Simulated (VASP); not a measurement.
# Zr12H (a cell with a defect) in VASP: a series of runs, part 2 of 2

VASP 6.6.1. The steps go on from the part before.

## 4. Single point, PBE

File INCAR:

```
SYSTEM = Zr12H
PREC = Accurate
ENCUT = 520
EDIFF = 1E-6
ISMEAR = -1
SIGMA = 0.05
LREAL = .False.
LASPH = .True.
NELM = 100
ALGO = Normal
ISIF = 2
LWAVE = .False.
LCHARG = .False.
GGA = PE
NBANDS = 84
```

File KPOINTS:

```
Automatic mesh
0
Gamma
  3 2 3
  0 0 0
```

File POSCAR:

```
Zr12H
1.0
    6.4600000000      0.0000000000      0.0000000000
   -4.8450000000      8.3917860000      0.0000000000
    0.0000000000      0.0000000000      5.1453900000
Zr H
12 1
Direct
   -0.0113280729     -0.0118884109      0.0148836143
    0.1674838766      0.2215310305      0.5098906011
   -0.0024767759      0.3382439686      0.0195724717
    0.1657457717      0.5550135573      0.5053648023
    0.0065507504      0.6697568313     -0.0033476568
    0.1659779754      0.8888075792      0.5030374763
    0.4988910121      0.0024825466     -0.0047879753
    0.6691993995      0.2250524501      0.4958162549
    0.5141535507      0.3403752193     -0.0100402496
    0.6710378527      0.5587677045      0.4806786269
    0.4944549051      0.6630496774     -0.0085750546
    0.6607372178      0.8859039065      0.4963361378
    0.1649330930      0.2192501096      0.9414042473
```

Potentials or basis: VASP PAW PBE potentials, release 64 (Zr_sv, H).

Command:

```
> cat potpaw_PBE.64/Zr_sv/POTCAR potpaw_PBE.64/H/POTCAR > POTCAR
> mpirun -np 1 vasp_std > vasp.out
```

OUTCAR:

```text
SYSTEM = Zr12H
   PREC = Accurate
   ENCUT = 520
   EDIFF = 1E-6
   ISMEAR = -1
   LREAL = .False.
   LASPH = .True.
   NELM = 100
   ISIF = 2
   GGA = PE

 ion  position               nearest neighbor table
   1  0.989  0.988  0.015-  13 1.98  12 3.08   6 3.11   5 3.15  11 3.17   6 3.21   2 3.21   7 3.23
                             7 3.24  12 3.24   2 3.25   3 3.36   9 3.41
   2  0.167  0.222  0.510-  13 2.22   9 3.14   3 3.18   1 3.21   6 3.22   8 3.22   8 3.24   4 3.24
                             1 3.25   3 3.26  12 3.26  10 3.26   9 3.30
   3  0.998  0.338  0.020-  13 1.98   8 3.06   4 3.09   9 3.14   2 3.18  11 3.18   5 3.19   4 3.21
                             7 3.24   2 3.26   8 3.26   9 3.33   1 3.36
   4  0.166  0.555  0.505-   3 3.09  11 3.10   5 3.13  12 3.20   8 3.20   5 3.21   3 3.21  10 3.22
                            11 3.22   6 3.23   2 3.24  10 3.25
   5  0.007  0.670  0.997-  10 3.12   4 3.13   6 3.14   1 3.15  11 3.18   3 3.19   9 3.19   6 3.19
                             7 3.20   4 3.21  10 3.25  11 3.28
   6  0.166  0.889  0.503-   1 3.11   5 3.14   7 3.14   5 3.19  10 3.20   1 3.21   7 3.21  12 3.21
                             2 3.22   4 3.23  12 3.25   8 3.25
   7  0.499  0.002  0.995-   6 3.14   8 3.18   8 3.18  12 3.18  12 3.19   5 3.20   6 3.21   9 3.23
                             1 3.23   1 3.24   3 3.24  11 3.27
   8  0.669  0.225  0.496-   3 3.06   9 3.14   7 3.18   7 3.18   9 3.19   4 3.20   2 3.22  10 3.23
                             2 3.24   6 3.25  12 3.26   3 3.26
   9  0.514  0.340  0.990-  13 1.97  10 3.12   8 3.14   3 3.14   2 3.14   8 3.19   5 3.19  11 3.19
                            10 3.20   7 3.23   2 3.30   3 3.33   1 3.41
  10  0.671  0.559  0.481-   5 3.12   9 3.12  11 3.13   9 3.20   6 3.20  12 3.20   4 3.22  11 3.22
                             8 3.23   4 3.25   5 3.25   2 3.26
  11  0.494  0.663  0.991-   4 3.10  10 3.13  12 3.16   1 3.17   3 3.18   5 3.18   9 3.19  12 3.20
                             4 3.22  10 3.22   7 3.27   5 3.28
  12  0.661  0.886  0.496-   1 3.08  11 3.16   7 3.18   7 3.19  11 3.20   4 3.20  10 3.20   6 3.21
                             1 3.24   6 3.25   8 3.26   2 3.26
  13  0.165  0.219  0.941-   9 1.97   1 1.98   3 1.98   2 2.22

  LATTYP: Found a simple monoclinic cell.
 ALAT       =     6.4600000000
 B/A-ratio  =     0.7965000000
 C/A-ratio  =     1.3228756308
 COS(beta)  =    -0.1889822400

[... 198 lines left out ...]
  ---------------------------------------------------
  ext. energy  EPLUGINS =         0.00000000
  ---------------------------------------------------
  free energy    TOTEN  =      -105.74751921 eV

  energy without entropy =     -105.57552565  energy(sigma->0) =     -105.66152243

 E-fermi :   9.0319     XC(G=0): -11.1269

 val. band max:        9.0314702439   @ k =   0.3333   0.5000   0.3333
 cond. band min:       9.0406807332   @ k =   0.0000   0.5000   0.3333
 fundamental gap:      0.0092104893
 Fermi energy:         9.0318697950

 k-point     1 :       0.0000    0.0000    0.0000
  band No.  band energies     occupation
      1     -39.8030      2.00000
      2     -39.7280      2.00000
      3     -39.6709      2.00000
      4     -39.6528      2.00000
      5     -39.6163      2.00000
      6     -39.6122      2.00000
[... 859 lines left out ...]
     83       9.7751      0.00000
     84      10.0551      0.00000

------------------------ aborting loop because EDIFF is reached ----------------------------------------

  FORCE on cell =-STRESS in cart. coord.  units (eV):
  Direction    XX          YY          ZZ          XY          YZ          ZX
  --------------------------------------------------------------------------------------
  -------------------------------------------------------------------------------------
  Total        4.4895411      4.3523469      2.6372028      0.2886142      0.0169371      0.1651220
  in kB       25.7873859     24.9993586     15.1477766      1.6577653      0.0972845      0.9484411
  external PRESSURE =      21.9781737 kB  Pullay stress =       0.0000000 kB

 VOLUME and BASIS-vectors are now :
 -----------------------------------------------------------------------------
  energy-cutoff  :      520.00
  volume of cell :      278.94
      direct lattice vectors                 reciprocal lattice vectors
     6.460000000  0.000000000  0.000000000     0.154798762  0.089373108  0.000000000
    -4.845000000  8.391786000  0.000000000     0.000000000  0.119164145  0.000000000
     0.000000000  0.000000000  5.145390000     0.000000000  0.000000000  0.194348728

 POSITION                                       TOTAL-FORCE (eV/Angst)
 -----------------------------------------------------------------------------------
      1.59942      8.29202      0.07658         0.004374      0.016821      0.092635
      0.00863      1.85904      2.62359        -0.001865      0.000820      0.095733
      4.80521      2.83847      0.10071         0.011463     -0.001909      0.075426
     -1.61832      4.65755      2.60030         0.000586      0.000449      0.000811
     -3.20265      5.62046      5.12817         0.000687     -0.000208     -0.001037
     -3.23406      7.45868      2.58832         0.002270     -0.007474      0.019405
      3.21081      0.02083      5.12075         0.003566     -0.003330      0.005974
      3.23265      1.88859      2.55117        -0.009430     -0.007827      0.025233
      1.67231      2.85636      5.09373        -0.004240     -0.009946      0.094242
      1.62768      4.68906      2.47328         0.001892      0.000718      0.001241
     -0.01830      5.56417      5.10127         0.005058      0.010406      0.005362
     -0.02384      7.43432      2.55384        -0.000733      0.001600      0.022490
      0.00320      1.83990      4.84389        -0.013629     -0.000120     -0.437515
 -----------------------------------------------------------------------------------
    total drift:                                0.000060      0.000105     -0.000088

  FREE ENERGIE OF THE ION-ELECTRON SYSTEM (eV)
  ---------------------------------------------------
  free  energy   TOTEN  =      -105.7475192127 eV

  energy  without entropy=     -105.5755256538  energy(sigma->0) =     -105.66152243
```

OSZICAR:

```text
N       E                     dE             d eps       ncg     rms          rms(c)
DAV:   1     0.167649661706E+04    0.16765E+04   -0.76265E+04  1680   0.172E+03
DAV:   2     0.514385103507E+02   -0.16251E+04   -0.15911E+04  1888   0.529E+02
DAV:   3    -0.908171883430E+02   -0.14226E+03   -0.13711E+03  2696   0.111E+02
DAV:   4    -0.108982830091E+03   -0.18166E+02   -0.17862E+02  2528   0.341E+01
DAV:   5    -0.110588741857E+03   -0.16059E+01   -0.15927E+01  2432   0.822E+00    0.369E+01
DAV:   6    -0.106476042411E+03    0.41127E+01   -0.76060E+00  2008   0.113E+01    0.145E+01
DAV:   7    -0.105776316769E+03    0.69973E+00   -0.47033E+00  2208   0.825E+00    0.287E+00
DAV:   8    -0.105731194539E+03    0.45122E-01   -0.11116E+00  2272   0.401E+00    0.251E+00
DAV:   9    -0.105748541853E+03   -0.17347E-01   -0.24772E-01  2296   0.209E+00    0.115E+00
DAV:  10    -0.105753871562E+03   -0.53297E-02   -0.14732E-01  2264   0.181E+00    0.393E-01
DAV:  11    -0.105747413853E+03    0.64577E-02   -0.35918E-02  2248   0.939E-01    0.809E-02
DAV:  12    -0.105747556463E+03   -0.14261E-03   -0.40904E-03  2320   0.238E-01    0.633E-02
DAV:  13    -0.105747514592E+03    0.41871E-04   -0.64413E-04  2352   0.109E-01    0.337E-02
DAV:  14    -0.105747520904E+03   -0.63123E-05   -0.94337E-05  2352   0.418E-02    0.184E-02
DAV:  15    -0.105747522667E+03   -0.17629E-05   -0.30064E-05  2320   0.263E-02    0.810E-03
DAV:  16    -0.105747520031E+03    0.26355E-05   -0.68119E-06  1736   0.123E-02    0.342E-03
DAV:  17    -0.105747519213E+03    0.81879E-06   -0.10759E-06  1208   0.591E-03
   1 F= -.10574752E+03 E0= -.10566152E+03  d E =-.171994E+00
```

stdout:

```text
POSCAR found type information on POSCAR ZrH
 POSCAR found :  2 types and      13 ions
 scaLAPACK will be used
 LDA part: xc-table for (Slater+PW92), standard interpolation
 -----------------------------------------------------------------------------
|                                                                             |
|           W    W    AA    RRRRR   N    N  II  N    N   GGGG   !!!           |
|           W    W   A  A   R    R  NN   N  II  NN   N  G    G  !!!           |
|           W    W  A    A  R    R  N N  N  II  N N  N  G       !!!           |
|           W WW W  AAAAAA  RRRRR   N  N N  II  N  N N  G  GGG   !            |
|           WW  WW  A    A  R   R   N   NN  II  N   NN  G    G                |
|           W    W  A    A  R    R  N    N  II  N    N   GGGG   !!!           |
|                                                                             |
|     Your reciprocal lattice and k-lattice belong to different lattice       |
|     classes:                                                                |
|                                                                             |
|        The reciprocal lattice is simple monoclinic,                         |
|        whereas your k-lattice is hexagonal.                                 |
|                                                                             |
|     Results are often still useful ...                                      |
|                                                                             |
 -----------------------------------------------------------------------------

 POSCAR, INCAR and KPOINTS ok, starting setup
 FFT: planning ... GRIDC
 FFT: planning ... GRID_SOFT
 FFT: planning ... GRID
 WAVECAR not read
 entering main loop
```

It took 5 min on 1 thread of Oxide Virtual Turin-like, shared host; peak memory 0.39 GiB.

Results:

- Free energy: -105.7475 eV
- Pressure: 2.2 GPa
- Largest force: 0.438 eV/Å

Forces in eV/Å, atoms in the order of the input:
```
Zr   0.004  0.017  0.093
Zr  -0.002  0.001  0.096
Zr   0.011 -0.002  0.075
Zr   0.001  0.000  0.001
Zr   0.001  0.000 -0.001
Zr   0.002 -0.007  0.019
Zr   0.004 -0.003  0.006
Zr  -0.009 -0.008  0.025
Zr  -0.004 -0.010  0.094
Zr   0.002  0.001  0.001
Zr   0.005  0.010  0.005
Zr  -0.001  0.002  0.022
H   -0.014  0.000 -0.438
```

Caveat: the k points lie up to 0.41 Å⁻¹ apart.

## 5. Single point, PBE

File INCAR:

```
ALGO = Normal
EDIFF = 1E-7
ENCUT = 520
GGA = PE
ISIF = 2
ISMEAR = -1
LASPH = True
LCHARG = False
LREAL = False
LWAVE = False
NBANDS = 84
NELM = 100
PREC = Accurate
SIGMA = 0.05
```

File KPOINTS:

```
k-points
0
Gamma
  3 2 3
```

File POSCAR:

```
Zr12H
1.0
    6.4600000000      0.0000000000      0.0000000000
   -4.8450000000      8.3917860000      0.0000000000
    0.0000000000      0.0000000000      5.1453900000
Zr H
12 1
Direct
   -0.0106290598     -0.0120253305      0.0047506603
    0.1668279417      0.2220157902      0.5056425266
   -0.0036768473      0.3385336566      0.0050089498
    0.1658237417      0.5555160725      0.4977156251
    0.0050804474      0.6696271807     -0.0034473577
    0.1667519195      0.8892007017      0.4985221723
    0.4995777553      0.0015210111     -0.0024097299
    0.6698164766      0.2250876035      0.4988203032
    0.5134650450      0.3398772323      0.0028087278
    0.6703407975      0.5582593503      0.4956483376
    0.4943521260      0.6627516479     -0.0032306589
    0.6625426783      0.8859698043      0.4984422949
    0.1655170534      0.2197005500      0.9617929836
```

Command:

```
> cat potpaw_PBE.64/Zr_sv/POTCAR potpaw_PBE.64/H/POTCAR > POTCAR
> mpirun -np 1 vasp_std > vasp.out
```

It took 9.5 min on 1 thread of Oxide Virtual Turin-like, shared host; peak memory 0.4 GiB.

Results (log left out):

```
Free energy   : -105.6892 eV
Pressure      : 2.2 GPa
Largest force : 0.383 eV/Å
```

Forces on the atoms (eV/Å):
```
Zr  -0.003 -0.021  0.104
Zr   0.007 -0.007  0.113
Zr  -0.005  0.002  0.103
Zr   0.002 -0.003  0.007
Zr   0.008  0.004 -0.004
Zr  -0.004  0.009  0.021
Zr  -0.006  0.010 -0.016
Zr   0.002  0.011  0.013
Zr   0.009 -0.004  0.068
Zr  -0.002  0.003 -0.026
Zr  -0.003  0.002 -0.007
Zr  -0.006 -0.008  0.008
H    0.000  0.003 -0.383
```

Stress tensor (GPa, compression positive):
```
 2.90  0.06  0.00
 0.06  2.79 -0.01
 0.00 -0.01  1.02
```

Levels at points of the mesh, in eV from the Fermi level:
```
           k point  band 69  band 70  band 71  band 72  band 73  band 74  band 75  band 76
(0.00, 0.00, 0.00)    -0.46    -0.23     0.17     0.29     0.53     0.68     0.71     0.77
(0.00, 0.50, 0.00)    -0.15    -0.13    -0.07    -0.01     0.18     0.28     0.52     0.54
```

Caveat: the k points lie up to 0.41 Å⁻¹ apart.

## 6. Single point, PBE

File INCAR:

```
SYSTEM = Zr12H
PREC     = Accurate       ! precision mode
ENCUT    = 520            ! plane-wave cutoff, eV
EDIFF    = 1E-6           ! SCF threshold, eV
ISMEAR   = -1             ! smearing method
SIGMA    = 0.05           ! smearing width, eV
LREAL    = .FALSE.        ! projectors in reciprocal space
LASPH    = .TRUE.         ! aspherical terms in the spheres
NELM     = 60             ! most SCF steps
ALGO     = Normal         ! electronic algorithm
ISIF     = 2              ! what is computed and relaxed
LWAVE    = .FALSE.        ! write WAVECAR
LCHARG   = .TRUE.         ! write CHGCAR
GGA      = PE             ! functional
LELF     = .TRUE.         ! ELF
LVHAR    = .TRUE.       
NBANDS   = 84             ! bands
```

File KPOINTS:

```
Automatic mesh
0
G
  3 2 3
  0 0 0
```

File POSCAR:

```
Zr12H
1.0
    6.4600000000      0.0000000000      0.0000000000
   -4.8450000000      8.3917860000      0.0000000000
    0.0000000000      0.0000000000      5.1453900000
Zr H
12 1
Direct
   -0.0104743061     -0.0120743069     -0.0063246906
    0.1669879148      0.2219093766      0.4940150309
   -0.0035016180      0.3384211656     -0.0054652806
    0.1659174498      0.5554110889      0.5027276844
    0.0052021301      0.6695394759      0.0042253357
    0.1668683124      0.8890865425      0.5007635962
    0.4996853217      0.0014122143      0.0019415438
    0.6699099058      0.2249521139      0.5012671537
    0.5136288389      0.3397788027     -0.0022011937
    0.6704855363      0.5581877326      0.5056429153
    0.4945197083      0.6626886100      0.0039802619
    0.6626374312      0.8858913943      0.5008860358
    0.1656415374      0.2195860333      1.0379329847
```

Potentials or basis: VASP PAW PBE potentials, release 64 (Zr_sv, H).

Command:

```
> cat potpaw_PBE.64/Zr_sv/POTCAR potpaw_PBE.64/H/POTCAR > POTCAR
> mpirun -np 1 vasp_std > vasp.out
```

It took 13 min on 1 thread of Oxide Virtual Turin-like, shared host; peak memory 0.39 GiB.

Results (log left out):

```
Free energy   : -105.6900 eV
Pressure      : 2.2 GPa
Largest force : 0.387 eV/Å
```

Forces on the atoms (eV/Å):
```
Zr  -0.002 -0.022 -0.102
Zr   0.007 -0.007 -0.117
Zr  -0.005  0.003 -0.101
Zr   0.002 -0.003 -0.009
Zr   0.008  0.004  0.002
Zr  -0.004  0.009 -0.020
Zr  -0.006  0.010  0.014
Zr   0.002  0.011 -0.012
Zr   0.009 -0.004 -0.065
Zr  -0.002  0.003  0.026
Zr  -0.003  0.001  0.004
Zr  -0.005 -0.008 -0.006
H    0.001  0.003  0.387
```

Stress tensor (GPa, compression positive):
```
 2.89  0.06 -0.01
 0.06  2.79  0.01
-0.01  0.01  1.03
```

Levels at points of the mesh, in eV from the Fermi level:
| k point | band 68 | band 69 | band 70 | band 71 | band 72 | band 73 | band 74 | band 75 | band 76 | band 77 |
| --- | --- | --- | --- | --- | --- | --- | --- | --- | --- | --- |
| (0.00, 0.00, 0.00) | -0.63 | -0.46 | -0.23 | 0.17 | 0.29 | 0.53 | 0.68 | 0.71 | 0.77 | 0.78 |
| (0.00, 0.50, 0.00) | -0.27 | -0.15 | -0.13 | -0.07 | -0.01 | 0.18 | 0.28 | 0.52 | 0.54 | 0.73 |

Caveat: the k points lie up to 0.41 Å⁻¹ apart.
